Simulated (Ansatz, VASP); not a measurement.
NaF in VASP and in Ansatz

```xyz
2
Lattice="0.0000 2.2972 2.2972 2.2972 0.0000 2.2972 2.2972 2.2972 0.0000" Properties=species:S:1:pos:R:3 pbc="T T T"
Na    0.0000    0.0000    0.0000
F     2.2972    2.2972    2.2972
```

Alike in both runs: task single point; functional PBE; k mesh 6 × 6 × 6; occupations methfessel-paxton of order 1, width 0.05 eV; no spin polarisation.

|  | VASP | Ansatz |
| --- | --- | --- |
| version | VASP 6.6.1 | Ansatz 0.2.0 |
| potentials or method | VASP PAW PBE potentials, release 64 (Na_pv, F) | plane waves |
| plane-wave cutoff (eV) | 520 | 420 |
| valence electrons in the cell | 14 | 16 |

```csv
,VASP,Ansatz,Ansatz less VASP
gap on the k mesh at the Fermi level (eV),6.44,6.46,+0.016
pressure (GPa),3.5,3.6,+0.11
```

The functional is the same, so the differences come from potentials, cutoffs and numerics. VASP's potentials hold 14 valence electrons a cell and Ansatz's 16, so a difference there can come from the potentials and not from the codes.
